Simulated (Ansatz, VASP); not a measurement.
**Two plane-wave programs on Zn**

```
Zn
1.0
     0.00000    2.27924    2.27924
     2.27924    0.00000    2.27924
     2.27924    2.27924    0.00000
Zn
1
Direct
  0.00000 0.00000 0.00000
```

Alike in both runs: task single point; functional PBEsol; k mesh 6 × 6 × 6; occupations gaussian, width 0.1 eV; no spin polarisation.

|  | VASP | Ansatz |
| --- | --- | --- |
| version | VASP 6.6.1 | Ansatz 0.2.0 |
| potentials or method | VASP PAW PBE potentials, release 64 (Zn), cutoff 500 eV | scalar-relativistic, plane waves, PAW |
| valence electrons in the cell | 12 | 12 |

|  | VASP | Ansatz | Ansatz less VASP |
| --- | --- | --- | --- |
| gap on the k mesh at the Fermi level (eV) | none | none | - |
| pressure (GPa) | -9.5 | -9.5 | -0.03 |

VASP's potentials were made for PBE, not for PBEsol. A gap of «none» marks a metal or a gap that the smearing closes.

The k mesh is coarse, so the values compare programs but aren't converged.
